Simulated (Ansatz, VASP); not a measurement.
## SiC: VASP beside Ansatz

Contents of INCAR:

```
SYSTEM = SiC
  ALGO = Normal
  EDIFF = 1E-6
  ENCUT = 520
  GGA = PS
  ISIF = 2
  ISMEAR = 0
  LASPH = .TRUE.
  LCHARG = .TRUE.
  LELF = .TRUE.
  LREAL = .FALSE.
  LVHAR = .TRUE.
  LWAVE = .FALSE.
  NBANDS = 11
  NELM = 100
  PREC = Accurate
  SIGMA = 0.05
```

File KPOINTS:

```
k-points
0
G
  12 12 12
  0 0 0
```

File POSCAR:

```
SiC
1.0
    0.0000000000      2.0690717086      2.0690717086
    2.0690717086      0.0000000000      2.0690717086
    2.1545933392      2.1545933392     -0.0855216306
Si C
1 1
Direct
    0.0000000000      0.0000000000      0.0000000000
    0.7500000000      0.7500000000      0.7500000000
```

Input for Ansatz:

```yaml
crystal:
  lattice:
    - [0.0, 2.0690717086, 2.0690717086]
    - [2.0690717086, 0.0, 2.0690717086]
    - [2.1545933392, 2.1545933392, -0.0855216306]
  atoms:
    - { symbol: Si, position: [0.0, 0.0, 0.0] }
    - { symbol: C, position: [0.75, 0.75, 0.75] }
basis:
  ecutwfc: 520.0
kpoints:
  mp_grid: { grid: [12, 12, 12] }
hamiltonian:
  xc: pbesol
  pseudopotentials: { kind: paw, azcp: { folder: soft_1 } }
scf:
  occupations: { method: gaussian, width: 0.05 }
output:
  forces: true
  stress: true
  eigenvalues: true
```

Alike in both runs: task single point; functional PBEsol; k mesh 12 × 12 × 12; occupations gaussian, width 0.05 eV; no spin polarisation.

|  | VASP | Ansatz |
| --- | --- | --- |
| version | VASP 6.6.1 | Ansatz 0.2.0 |
| potentials or method | VASP PAW PBE potentials, release 64 (Si, C), cutoff 520 eV | scalar-relativistic, plane waves, PAW |
| valence electrons in the cell | 8 | 8 |

Ansatz gave:

| Property | Result |
| --- | --- |
| gap on the k mesh at the Fermi level (eV) | 0.94 |
| least direct gap on the mesh (eV) | 4.15 |
| pressure (GPa) | 26.4 |
| traceless stress, the component that is largest in VASP (GPa) | -13.36 |
| rms of the force components (eV/Å) | 0.452 |

**Question.** What did VASP give for the same quantities?

**Answer.** gap on the k mesh at the Fermi level (eV): 0.92; least direct gap on the mesh (eV): 4.13; pressure (GPa): 26.8; traceless stress, the component that is largest in VASP (GPa): -13.46; rms of the force components (eV/Å): 0.456.

VASP's potentials were made for PBE, not for PBEsol, and Ansatz warns of the same on its side. Atom by atom the forces differ by 0.004 eV/Å (rms over components).
